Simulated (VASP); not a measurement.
# MgO (rock salt) (Fm-3m) in VASP: notebook

MgO (rock salt) is run at these levels: PBE; tasks: single point.

Program: VASP 6.6.1. These are calculated values, not measurements. Logs are shortened: lines on timing, memory, paths and dates and some standing lists are left out, and cuts for length are marked.

**1. The cell of the first run**

Symmetry: Fm-3m, No. 225, cubic system. Conventional cell: a = 3.385 Å, b = 3.385 Å, c = 3.385 Å, α = 90.00°, β = 90.00°, γ = 90.00°. Within 2.3 Å of Mg (site symmetry m-3m) lie 6 O at 1.69 Å. Within 2.3 Å of O (site symmetry m-3m) lie 6 Mg at 1.69 Å.

**2. Single point, PBE (volume scaled by 0.52)**

Contents of INCAR:

```
SYSTEM = MgO
  ALGO = Normal
  EDIFF = 1E-6
  ENCUT = 600
  GGA = PE
  GGA_COMPAT = .FALSE.
  ISIF = 2
  ISMEAR = 0
  LASPH = .TRUE.
  LCHARG = .TRUE.
  LELF = .TRUE.
  LREAL = .FALSE.
  LVHAR = .TRUE.
  LWAVE = .FALSE.
  NBANDS = 11
  NELM = 120
  PREC = Accurate
  SIGMA = 0.01
```

Contents of KPOINTS:

```
k-points
0
G
  10 10 10
  0 0 0
```

Contents of POSCAR:

```
MgO
1.0
    0.0000000000      1.6927255444      1.6927255444
    1.6927255444      0.0000000000      1.6927255444
    1.6927255444      1.6927255444      0.0000000000
Mg O
1 1
Direct
    0.0000000000      0.0000000000      0.0000000000
    0.5000000000      0.5000000000      0.5000000000
```

Potentials or basis: VASP PAW PBE potentials, release 64 (Mg, O).

The run is started by

```bash
cat potpaw_PBE.64/Mg/POTCAR potpaw_PBE.64/O/POTCAR > POTCAR
mpirun -np 1 vasp_std > vasp.out
```

OUTCAR:

```text
SYSTEM = MgO
   EDIFF = 1E-6
   ENCUT = 600
   GGA = PE
   ISIF = 2
   ISMEAR = 0
   LASPH = .TRUE.
   LREAL = .FALSE.
   NELM = 120
   PREC = Accurate

 ion  position               nearest neighbor table
   1  0.000  0.000  0.000-   2 1.69   2 1.69   2 1.69   2 1.69   2 1.69   2 1.69
   2  0.500  0.500  0.500-   1 1.69   1 1.69   1 1.69   1 1.69   1 1.69   1 1.69

  LATTYP: Found a face centered cubic cell.
 ALAT       =     3.3854510888

  Lattice vectors:

 A1 = (   0.0000000000,   1.6927255444,   1.6927255444)
 A2 = (   1.6927255444,   0.0000000000,   1.6927255444)
 A3 = (   1.6927255444,   1.6927255444,   0.0000000000)

Analysis of symmetry for initial positions (statically):
=====================================================================
 Subroutine PRICEL returns:
 Original cell was already a primitive cell.

 Routine SETGRP: Setting up the symmetry group for a
 face centered cubic supercell.

 Subroutine GETGRP returns: Found 48 space group operations
 (whereof 48 operations were pure point group operations)
 out of a pool of 48 trial point group operations.

The static configuration has the point symmetry O_h .

Analysis of symmetry for dynamics (positions and initial velocities):
=====================================================================
 Subroutine PRICEL returns:
 Original cell was already a primitive cell.

 Routine SETGRP: Setting up the symmetry group for a
 face centered cubic supercell.

 Subroutine GETGRP returns: Found 48 space group operations
 (whereof 48 operations were pure point group operations)
 out of a pool of 48 trial point group operations.

The dynamic configuration has the point symmetry O_h .

 Subroutine INISYM returns: Found 48 space group operations
 (whereof 48 operations are pure point group operations),
 and found     1 'primitive' translations

----------------------------------------------------------------------------------------

                                     Primitive cell

  volume of cell :       9.7004

  direct lattice vectors                    reciprocal lattice vectors
     0.000000000  1.692725544  1.692725544    -0.295381612  0.295381612  0.295381612
     1.692725544  0.000000000  1.692725544     0.295381612 -0.295381612  0.295381612
     1.692725544  1.692725544  0.000000000     0.295381612  0.295381612 -0.295381612

  length of vectors
     2.393875422  2.393875422  2.393875422     0.511615960  0.511615960  0.511615960

  position of ions in fractional coordinates (direct lattice)
     0.000000000  0.000000000  0.000000000
     0.500000000  0.500000000  0.500000000

  ion indices of the primitive-cell ions
   primitive index   ion index
                 1           1
                 2           2

----------------------------------------------------------------------------------------

 KPOINTS: k-points

Automatic generation of k-mesh.
 Grid dimensions read from file:
 generate k-points for:   10   10   10

 Generating k-lattice:

  Cartesian coordinates                     Fractional coordinates (reciprocal lattice)
    -0.029538161  0.029538161  0.029538161     0.100000000  0.000000000  0.000000000
     0.029538161 -0.029538161  0.029538161     0.000000000  0.100000000  0.000000000
     0.029538161  0.029538161 -0.029538161     0.000000000  0.000000000  0.100000000

  Length of vectors
     0.051161596  0.051161596  0.051161596

  Shift w.r.t. Gamma in fractional coordinates (k-lattice)
     0.000000000  0.000000000  0.000000000

 Subroutine IBZKPT returns following result:
 ===========================================

 Found     47 irreducible k-points:

 Following reciprocal coordinates:
            Coordinates               Weight
  0.000000  0.000000  0.000000      1.000000
  0.100000  0.000000  0.000000      8.000000
  0.200000  0.000000  0.000000      8.000000
  0.300000  0.000000  0.000000      8.000000
  0.400000  0.000000  0.000000      8.000000
  0.500000  0.000000  0.000000      4.000000
[... 16 lines left out ...]
  0.300000  0.300000  0.000000      6.000000
  0.400000  0.300000  0.000000     24.000000
 [... further k-points ...]
   k-points           NKPTS =     47   k-points in BZ     NKDIM =     47   number of bands    NBANDS=     11
   number of dos      NEDOS =    301   number of ions     NIONS =      2
   total plane-waves  NPLWV =   8000
   dimension x,y,z NGX =    20 NGY =   20 NGZ =   20
   dimension x,y,z NGXF=    40 NGYF=   40 NGZF=   40
   ions per type =               1   1
   NGX,Y,Z   is equivalent  to a cutoff of  13.89, 13.89, 13.89 a.u.
   NGXF,Y,Z  is equivalent  to a cutoff of  27.78, 27.78, 27.78 a.u.
 SYSTEM =  MgO
   PREC   = accura    normal or accurate (medium, high low for compatibility)
   ISTART =      0    job   : 0-new  1-cont  2-samecut
   ICHARG =      2    charge: 1-file 2-atom 10-const
   ISPIN  =      1    spin polarized calculation?
   LNONCOLLINEAR =      F non collinear calculations
   LSORBIT =      F    spin-orbit coupling
   LASPH  =      T    aspherical Exc in radial PAW
   ENCUT  =  600.0 eV  44.10 Ry    6.64 a.u.   4.78  4.78  4.78*2*pi/ulx,y,z
   NELM   =    120;   NELMIN=  2; NELMDL= -5     # of ELM steps
   EDIFF  = 0.1E-05   stopping-criterion for ELM
   LREAL  =      F    real-space projection
   EDIFFG = 0.1E-04   stopping-criterion for IOM
   NSW    =      0    number of steps for IOM
   IBRION =     -1    ionic relax: 0-MD 1-quasi-New 2-CG
   NFREE  =      0    steps in history (QN), initial steepest desc. (CG)
   ISIF   =      2    stress and relaxation
   ISYM   =      2    0-nonsym 1-usesym 2-fastsym
   POTIM  = 0.5000    time-step for ionic-motion
   TEBEG  =    0.0;   TEEND  =   0.0 temperature during run
   PSTRESS=    0.0 pullay stress
   NELECT =       8.0000    total number of electrons
   NUPDOWN=      -1.0000    fix difference up-down
   EMIN   =  10.00;   EMAX   =-10.00  energy-range for DOS
   EFERMI =   0.00;   METHOD = LEGACY
   ISMEAR =     0;   SIGMA  =   0.01  broadening in eV -4-tet -1-fermi 0-gaus
   EFERMI_NEDOS =   21; number of points for ismear=-14 and -15
   IALGO  =     38    algorithm
   IMIX   =      4    mixing-type and parameters
     AMIX     =   0.40;   BMIX     =  1.00
     AMIX_MAG =   1.60;   BMIX_MAG =  1.00
  volume/ion in A,a.u.               =       4.85        32.73
  Fermi-wavevector in a.u.,A,eV,Ry     =   1.535235  2.901174 32.068216  2.356947
  Thomas-Fermi vector in A             =   2.642052
   LORBIT       =      0    0 simple, 1 ext, 2 COOP (PROOUT), +10 PAW based schemes
   GGA     = PE    functional components
   LHFCALC =     F    Hartree Fock is set to
   AEXX    =    0.0000 exact exchange contribution
   IVDW    =     0    specifies the selected vdW correction
   LEPSILON=     F    determine dielectric tensor
   LRPA    =     F    only Hartree local field effects (RPA)
 non-spin polarized calculation
 Gauss-broadening in eV      SIGMA  =   0.01
  energy-cutoff  :      600.00
  volume of cell :        9.70
 maximum number of plane-waves:       332
   NGX =  9   NGY =  9   NGZ =  9

 number of electron       7.9999998 magnetization

 Free energy of the ion-electron system (eV)
  ---------------------------------------------------
  ext. energy  EPLUGINS =         0.00000000
  ---------------------------------------------------
  free energy    TOTEN  =        -4.89350708 eV

  energy without entropy =       -4.89350708  energy(sigma->0) =       -4.89350708

 E-fermi :  10.4849     XC(G=0): -14.6237

 val. band max:       10.3085180355   @ k =   0.0000   0.0000   0.0000
 cond. band min:      19.0567026447   @ k =   0.5000   0.5000   0.0000
 fundamental gap:      8.7481846092
 Fermi energy:        10.4848891153

 k-point     1 :       0.0000    0.0000    0.0000
  band No.  band energies     occupation
      1     -11.6805      2.00000
      2      10.3085      2.00000
      3      10.3085      2.00000
      4      10.3085      2.00000
      5      24.5401      0.00000
      6      29.4437      0.00000
      7      29.4437      0.00000
      8      29.4437      0.00000
      9      35.5059      0.00000
     10      38.3422      0.00000
     11      38.3423      0.00000

 k-point     2 :       0.1000    0.0000    0.0000
  band No.  band energies     occupation
      1     -11.4075      2.00000
      2       9.4311      2.00000
      3      10.0930      2.00000
      4      10.0930      2.00000
      5      25.0165      0.00000
      6      27.9884      0.00000
      7      29.9773      0.00000
      8      29.9773      0.00000
      9      38.3710      0.00000
     10      38.3711      0.00000
     11      38.4087      0.00000

 k-point     3 :       0.2000    0.0000    0.0000
  band No.  band energies     occupation
      1     -10.6319      2.00000
      2       7.2995      2.00000
      3       9.5617      2.00000
      4       9.5617      2.00000
      5      24.8405      0.00000
      6      27.7590      0.00000
      7      31.3757      0.00000
      8      31.3758      0.00000
      9      38.6038      0.00000
     10      38.6038      0.00000
     11      43.4819      0.00000

 k-point     4 :       0.3000    0.0000    0.0000
  band No.  band energies     occupation
      1      -9.5025      2.00000
      2       4.7944      2.00000
      3       8.9596      2.00000
      4       8.9596      2.00000
      5      23.8324      0.00000
      6      29.3715      0.00000
      7      33.0339      0.00000
      8      33.0339      0.00000
      9      39.4344      0.00000
     10      39.4344      0.00000
     11      45.5853      0.00000

 k-point     5 :       0.4000    0.0000    0.0000
  band No.  band energies     occupation
      1      -8.3516      2.00000
      2       2.6953      2.00000
      3       8.5081      2.00000
      4       8.5081      2.00000
      5      23.2788      0.00000
      6      30.7630      0.00000
      7      34.1545      0.00000
      8      34.1545      0.00000
      9      41.1014      0.00000
     10      41.1014      0.00000
     11      44.9534      0.00000
[... 211 lines left out ...]
 k-point    21 :      -0.3000    0.2000    0.0000
  band No.  band energies     occupation
      1      -8.2535      2.00000
      2       3.7998      2.00000
      3       6.6433      2.00000
      4       8.4152      2.00000
      5      25.5645      0.00000
      6      27.8962      0.00000
      7      34.1885      0.00000
      8      35.6868      0.00000
      9      38.5655      0.00000
     10      41.2627      0.00000
     11      49.5804      0.00000

 k-point    22 :      -0.2000    0.2000    0.0000
  band No.  band energies     occupation
      1      -9.2113      2.00000
      2       5.1543      2.00000
      3       7.5248      2.00000
      4       8.8378      2.00000
      5      25.6657      0.00000
      6      27.1026      0.00000
      7      33.6271      0.00000
      8      34.1441      0.00000
      9      37.8748      0.00000
     10      40.5017      0.00000
     11      49.1090      0.00000

 k-point    23 :       0.3000    0.3000    0.0000
  band No.  band energies     occupation
      1      -9.1095      2.00000
      2       4.8860      2.00000
      3       8.5231      2.00000
      4       8.5231      2.00000
      5      21.0975      0.00000
      6      28.6216      0.00000
      7      33.9200      0.00000
      8      37.2554      0.00000
      9      37.2554      0.00000
     10      42.5177      0.00000
     11      52.9295      0.00000

 k-point    24 :       0.4000    0.3000    0.0000
  band No.  band energies     occupation
      1      -8.4250      2.00000
      2       4.0311      2.00000
      3       7.7669      2.00000
      4       8.2287      2.00000
      5      20.9503      0.00000
      6      29.3962      0.00000
      7      32.8490      0.00000
      8      38.6079      0.00000
      9      39.0859      0.00000
     10      44.2706      0.00000
     11      52.5599      0.00000

 [... further k-points ...]
[... 5 lines left out ...]
  --------------------------------------------------------------------------------------
  -------------------------------------------------------------------------------------
  Total       26.0835347     26.0835347     26.0835347      0.0000000     -0.0000000      0.0000000
  in kB     4308.1159785   4308.1159785   4308.1159785      0.0000000     -0.0000000      0.0000000
  external PRESSURE =    4308.1159785 kB  Pullay stress =       0.0000000 kB

 VOLUME and BASIS-vectors are now :
 -----------------------------------------------------------------------------
  energy-cutoff  :      600.00
  volume of cell :        9.70
      direct lattice vectors                 reciprocal lattice vectors
     0.000000000  1.692725544  1.692725544    -0.295381612  0.295381612  0.295381612
     1.692725544  0.000000000  1.692725544     0.295381612 -0.295381612  0.295381612
     1.692725544  1.692725544  0.000000000     0.295381612  0.295381612 -0.295381612

 POSITION                                       TOTAL-FORCE (eV/Angst)
 -----------------------------------------------------------------------------------
      0.00000      0.00000      0.00000        -0.000000     -0.000000     -0.000000
      1.69273      1.69273      1.69273         0.000000      0.000000      0.000000
 -----------------------------------------------------------------------------------
    total drift:                                0.000000      0.000000      0.000000

  FREE ENERGIE OF THE ION-ELECTRON SYSTEM (eV)
  ---------------------------------------------------
  free  energy   TOTEN  =        -4.8935070797 eV

  energy  without entropy=       -4.8935070797  energy(sigma->0) =       -4.89350708
```

Wall time 12 s (1 thread of Intel Xeon 8259CL, shared host); peak memory 0.13 GiB.

Results:

```
Free energy            : -4.8935 eV
Pressure               : 430.8 GPa
Band gap on the k mesh : 8.75 eV, indirect (least direct gap 11.17 eV)
```

 A k mesh can miss the band edges.

**3. Single point, PBE (volume scaled by 0.65)**

Contents of INCAR:

```
SYSTEM = MgO
ALGO = Normal
EDIFF = 1E-6
ENCUT = 600
GGA = PE
GGA_COMPAT = .FALSE.
ISIF = 2
ISMEAR = 0
LASPH = .TRUE.
LCHARG = .TRUE.
LELF = .TRUE.
LREAL = .FALSE.
LVHAR = .TRUE.
LWAVE = .FALSE.
NBANDS = 11
NELM = 120
PREC = Accurate
SIGMA = 0.01
```

KPOINTS is that of step 2.

Contents of POSCAR:

```
MgO
1.0
    0.0000000000      1.8234333167      1.8234333167
    1.8234333167      0.0000000000      1.8234333167
    1.8234333167      1.8234333167      0.0000000000
Mg O
1 1
Direct
    0.0000000000      0.0000000000      0.0000000000
    0.5000000000      0.5000000000      0.5000000000
```

Potentials or basis: VASP PAW PBE potentials, release 64 (Mg, O).

The run is started by

```bash
cat potpaw_PBE.64/Mg/POTCAR potpaw_PBE.64/O/POTCAR > POTCAR
mpirun -np 1 vasp_std > vasp.out
```

It took 14 s on 1 thread of Intel Xeon 8259CL, shared host; peak memory 0.14 GiB.

It converged, with:

```yaml
Free_energy: -9.2452 eV
Pressure: 180.2 GPa
Band_gap_on_the_k_mesh: 9.19 eV, indirect (least direct gap 10.22 eV)
```

Levels at points of the mesh, in eV from the valence-band top:
```csv
k point,band 1,band 2,band 3,band 4,band 5,band 6,band 7,band 8
"(0.00, 0.00, 0.00)",-20.09,0.00,0.00,0.00,10.22,18.12,18.12,18.12
"(0.50, 0.00, 0.00)",-17.34,-6.93,-1.36,-1.36,10.99,17.96,21.23,21.23
"(0.50, 0.50, 0.00)",-17.02,-6.12,-2.04,-2.04,9.19,15.65,18.47,26.71
```
